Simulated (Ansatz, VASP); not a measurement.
Two plane-wave programs on HfO2

POSCAR

```
HfO2
1.0
    4.7567193773      0.3191575517      0.1208096379
    0.3191575517      4.5510798036      0.2121719801
    0.0804492409      0.1412890149      3.2339441758
Hf O
2 4
Direct
    0.0421845920      0.0164386739     -0.0527604353
    0.5092943017      0.4714284178      0.4987970428
    0.2369571887      0.7930144070      0.5260955963
    0.3268543882      0.3109681811      0.0440140387
    0.6843545729      0.6797189540      0.0354882574
    0.7003549565      0.2284313662      0.4483655000
```

INCAR.step1

```
PREC = Accurate
ENCUT = 520
ISMEAR = 0
SIGMA = 0.05
LREAL = F
LASPH = T
NELM = 80
NBANDS = 31
GGA = PE
ALGO = Normal
EDIFF = 1E-4
LWAVE = T
LCHARG = F
```

INCAR.step2

```
PREC = Accurate
ENCUT = 520
EDIFF = 1E-6
ISMEAR = 0
SIGMA = 0.05
LREAL = F
LASPH = T
NELM = 80
ALGO = Normal
ISIF = 2
LWAVE = F
LCHARG = T
METAGGA = R2SCAN
LMIXTAU = T
LELF = T
LVHAR = T
NBANDS = 31
ISTART = 1
```

File KPOINTS:

```
regular mesh
0
Gamma
  6 6 8
```

Input for Ansatz:

```yaml
crystal:
  lattice:
    - [4.7567193773, 0.3191575517, 0.1208096379]
    - [0.3191575517, 4.5510798036, 0.2121719801]
    - [0.0804492409, 0.1412890149, 3.2339441758]
  atoms:
    - { symbol: Hf, position: [0.042184592, 0.0164386739, -0.0527604353] }
    - { symbol: Hf, position: [0.5092943017, 0.4714284178, 0.4987970428] }
    - { symbol: O, position: [0.2369571887, 0.793014407, 0.5260955963] }
    - { symbol: O, position: [0.3268543882, 0.3109681811, 0.0440140387] }
    - { symbol: O, position: [0.6843545729, 0.679718954, 0.0354882574] }
    - { symbol: O, position: [0.7003549565, 0.2284313662, 0.4483655] }
basis:
  ecutwfc: 500
kpoints:
  mp_grid: { grid: [6, 6, 8] }
hamiltonian:
  xc: r2scan
scf:
  occupations: { method: gaussian, width: 0.05 }
output:
  forces: true
  stress: true
  eigenvalues: true
```

Change from the starting cell: all atoms moved at random (sigma 0.22 Å a component), cell strained at random (sigma 0.05).

Alike in both runs: task single point; functional r2SCAN; k mesh 6 × 6 × 8; occupations gaussian, width 0.05 eV; no spin polarisation.

|  | VASP | Ansatz |
| --- | --- | --- |
| version | VASP 6.6.1 | Ansatz 0.2.0 |
| potentials or method | VASP PAW PBE potentials, release 64 (Hf_pv, O), cutoff 520 eV | scalar-relativistic, plane waves, PAW |
| valence electrons in the cell | 44 | 76 |

```tsv
	VASP	Ansatz	Ansatz less VASP
gap on the k mesh at the Fermi level (eV)	2.30	2.09	-0.210
least direct gap on the mesh (eV)	2.33	2.13	-0.203
pressure (GPa)	100.1	95.2	-4.98
traceless stress, the component that is largest in VASP (GPa)	-137.29	-126.50	+10.796
rms of the force components (eV/Å)	23.068	20.917	-2.1507
```

VASP's potentials were made for PBE, not for r2SCAN. Atom by atom the forces differ by 2.177 eV/Å (rms over components). Both programs put the cell under a high pressure, so it lies far from rest at this level. With one functional, cell and mesh, what is left measures potentials, basis and numerics. VASP's potentials hold 44 valence electrons a cell and Ansatz's 76, so a difference there can come from the potentials and not from the codes.

Spin-orbit coupling is off throughout. Noted on VASP's run: the cell as given lies far from equilibrium.
